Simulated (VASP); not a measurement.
# PbO (P6_3mc) in VASP: further runs, part 2 of 2

VASP 6.6.1. Earlier steps stand in the parts before.

### 4 Single point, PBE (22.79 Å³/atom)

This run uses another cell than the first one, of 22.79 Å³/atom.

File INCAR:

```
SYSTEM = PbO
ALGO     = Normal         ! electronic algorithm
EDIFF    = 1E-6           ! SCF threshold, eV
ENCUT    = 520            ! plane-wave cutoff, eV
GGA      = PE             ! functional
ISIF     = 2              ! what is computed and relaxed
ISMEAR   = 0              ! smearing method
LASPH    = .True.         ! aspherical terms in the spheres
LCHARG   = .True.         ! write CHGCAR
LELF     = .True.         ! ELF
LREAL    = .False.        ! projectors in reciprocal space
LVHAR    = .True.       
LWAVE    = .False.        ! write WAVECAR
NBANDS   = 28             ! bands
NELM     = 80             ! most SCF steps
PREC     = Accurate       ! precision mode
SIGMA    = 0.05           ! smearing width, eV
```

File KPOINTS:

```
k-points
0
Gamma
  10 10 6
  0 0 0
```

File POSCAR:

```
PbO
1.0
    4.2137221155      0.0000000000      0.0000000000
   -2.1068610577      3.6491903965      0.0000000000
    0.0000000000      0.0000000000      5.9281997491
Pb O
2 2
Direct
    0.6666666667      0.3333333333      0.0120434907
    0.3333333333      0.6666666667      0.5120434907
    0.6666666667      0.3333333333      0.6131565093
    0.3333333333      0.6666666667      0.1131565093
```

Potentials or basis: VASP PAW PBE potentials, release 64 (Pb_d, O).

The run is started by

```console
$ cat potpaw_PBE.64/Pb_d/POTCAR potpaw_PBE.64/O/POTCAR > POTCAR
$ mpirun -np 1 vasp_std > vasp.out
```

OUTCAR:

```text
SYSTEM = PbO
   EDIFF = 1E-6
   ENCUT = 520
   GGA = PE
   ISIF = 2
   ISMEAR = 0
   LASPH = .True.
   LREAL = .False.
   NELM = 80
   PREC = Accurate

 ion  position               nearest neighbor table
   1  0.667  0.333  0.012-   3 2.36   4 2.51   4 2.51   4 2.51   2 3.83   2 3.83   2 3.83   2 3.83
                             2 3.83   2 3.83
   2  0.333  0.667  0.512-   4 2.36   3 2.51   3 2.51   3 2.51   1 3.83   1 3.83   1 3.83   1 3.83
                             1 3.83   1 3.83
   3  0.667  0.333  0.613-   1 2.36   2 2.51   2 2.51   2 2.51
   4  0.333  0.667  0.113-   2 2.36   1 2.51   1 2.51   1 2.51

  LATTYP: Found a hexagonal cell.
 ALAT       =     4.2137221155
 C/A-ratio  =     1.4068796154

  Lattice vectors:

 A1 = (   4.2137221155,   0.0000000000,   0.0000000000)
 A2 = (  -2.1068610577,   3.6491903965,   0.0000000000)
 A3 = (   0.0000000000,   0.0000000000,   5.9281997491)

Analysis of symmetry for initial positions (statically):
=====================================================================
 Subroutine PRICEL returns:
 Original cell was already a primitive cell.
[... 176 lines left out ...]

 E-fermi :   4.2085     XC(G=0):  -9.1427

 val. band max:        3.9567758444   @ k =   0.3000   0.3000   0.1667
 cond. band min:       5.8952600592   @ k =   0.5000   0.0000   0.3333
 fundamental gap:      1.9384842148
 Fermi energy:         4.2084720473

 k-point     1 :       0.0000    0.0000    0.0000
  band No.  band energies     occupation
      1     -13.4296      2.00000
      2     -13.1913      2.00000
      3     -12.0698      2.00000
      4     -12.0698      2.00000
      5     -12.0496      2.00000
      6     -12.0496      2.00000
[... 733 lines left out ...]
     27      12.0302      0.00000
     28      13.9793      0.00000

 [... further k-points ...]

------------------------ aborting loop because EDIFF is reached ----------------------------------------

  FORCE on cell =-STRESS in cart. coord.  units (eV):
  Direction    XX          YY          ZZ          XY          YZ          ZX
  --------------------------------------------------------------------------------------
  -------------------------------------------------------------------------------------
  Total       -0.6281017     -0.6281017     -0.5237593     -0.0000000     -0.0000000      0.0000000
  in kB      -11.0396501    -11.0396501     -9.2057049     -0.0000000     -0.0000000      0.0000000
  external PRESSURE =     -10.4283350 kB  Pullay stress =       0.0000000 kB

 VOLUME and BASIS-vectors are now :
 -----------------------------------------------------------------------------
  energy-cutoff  :      520.00
  volume of cell :       91.16
      direct lattice vectors                 reciprocal lattice vectors
     4.213722116  0.000000000  0.000000000     0.237319874  0.137016693  0.000000000
    -2.106861058  3.649190396  0.000000000     0.000000000  0.274033386  0.000000000
     0.000000000  0.000000000  5.928199749     0.000000000  0.000000000  0.168685274

 POSITION                                       TOTAL-FORCE (eV/Angst)
 -----------------------------------------------------------------------------------
      2.10686      1.21640      0.07140         0.000000      0.000000      0.016380
     -0.00000      2.43279      3.03550        -0.000000     -0.000000      0.016380
      2.10686      1.21640      3.63491         0.000000     -0.000000     -0.016380
     -0.00000      2.43279      0.67081         0.000000      0.000000     -0.016380
 -----------------------------------------------------------------------------------
    total drift:                                0.000000      0.000000     -0.001314

  FREE ENERGIE OF THE ION-ELECTRON SYSTEM (eV)
  ---------------------------------------------------
  free  energy   TOTEN  =       -20.8853012811 eV

  energy  without entropy=      -20.8853012811  energy(sigma->0) =      -20.88530128
```

OSZICAR:

```text
N       E                     dE             d eps       ncg     rms          rms(c)
DAV:   1     0.476700192679E+03    0.47670E+03   -0.19877E+04  3136   0.163E+03
DAV:   2     0.405386272467E+02   -0.43616E+03   -0.41880E+03  3204   0.444E+02
DAV:   3    -0.228383214947E+02   -0.63377E+02   -0.61495E+02  4044   0.183E+02
DAV:   4    -0.258077364837E+02   -0.29694E+01   -0.29611E+01  3656   0.427E+01
DAV:   5    -0.259048095655E+02   -0.97073E-01   -0.97057E-01  3704   0.805E+00    0.128E+01
DAV:   6    -0.215291522530E+02    0.43757E+01   -0.28933E+01  4772   0.360E+01    0.774E+00
DAV:   7    -0.209216709624E+02    0.60748E+00   -0.51324E+00  4060   0.158E+01    0.241E+00
DAV:   8    -0.208866557901E+02    0.35015E-01   -0.74123E-01  3672   0.615E+00    0.812E-01
DAV:   9    -0.208826527387E+02    0.40031E-02   -0.28995E-02  4364   0.126E+00    0.293E-01
DAV:  10    -0.208854127169E+02   -0.27600E-02   -0.70664E-03  3744   0.526E-01    0.158E-01
DAV:  11    -0.208852464518E+02    0.16627E-03   -0.75020E-04  4104   0.177E-01    0.402E-02
DAV:  12    -0.208852949306E+02   -0.48479E-04   -0.14601E-04  3372   0.709E-02    0.120E-02
DAV:  13    -0.208853002382E+02   -0.53076E-05   -0.28065E-05  3908   0.437E-02    0.260E-03
DAV:  14    -0.208853014142E+02   -0.11760E-05   -0.34922E-06  2996   0.224E-02    0.151E-03
DAV:  15    -0.208853012811E+02    0.13306E-06   -0.38553E-07  2188   0.735E-03
   1 F= -.20885301E+02 E0= -.20885301E+02  d E =-.768031E-14
```

stdout:

```text
POSCAR found type information on POSCAR PbO
 POSCAR found :  2 types and       4 ions
 scaLAPACK will be used
 LDA part: xc-table for (Slater+PW92), standard interpolation
 POSCAR, INCAR and KPOINTS ok, starting setup
 FFT: planning ... GRIDC
 FFT: planning ... GRID_SOFT
 FFT: planning ... GRID
 WAVECAR not read
 entering main loop
```

Run time: 51 s. Hardware: 1 thread of Intel Xeon 6975P-C (Granite Rapids), shared host; peak memory 0.28 GiB.

What came out:

```yaml
Free_energy: -20.8853 eV
Pressure: -1.0 GPa
Largest_force: 0.016 eV/Å
Band_gap_on_the_k_mesh: 1.94 eV (least direct gap 2.33 eV)
```

Forces in eV/Å, atoms in the order of the input:
```
Pb   0.000  0.000  0.016
Pb   0.000  0.000  0.016
O    0.000  0.000 -0.016
O    0.000  0.000 -0.016
```

Stress tensor (GPa, compression positive):
```
-1.10  0.00  0.00
 0.00 -1.10  0.00
 0.00  0.00 -0.92
```

Caveat: spin-orbit coupling is left out, which moves the levels of the heavy elements. A k mesh can miss the band edges.

### 5 Summary

| cell | gap on the mesh (eV) | pressure (GPa) | largest force (eV/Å) |
| --- | --- | --- | --- |
| a = 4.194, b = 4.194, c = 5.749 Å, angles 90.0, 90.0, 120.0°, 4 atoms, atomic positions A | 1.89 | 1.0 | 0.01 |
| a = 4.200, b = 4.200, c = 5.851 Å, angles 90.0, 90.0, 120.0°, 4 atoms, atomic positions B | 1.93 | 0.0 | 0.01 |
| a = 4.214, b = 4.214, c = 5.928 Å, angles 90.0, 90.0, 120.0°, 4 atoms, atomic positions C | 1.94 | -1.0 | 0.02 |

Alike in all rows: task single point; level PBE; potentials or basis VASP PAW PBE potentials, release 64 (Pb_d, O); no spin polarisation; k mesh 10 × 10 × 6; cutoff (eV) 520; smearing gaussian 0.05 eV.

Caveats: spin-orbit coupling is left out, which moves the levels of the heavy elements.

Absolute energies hang on the potentials; compare differences alone.
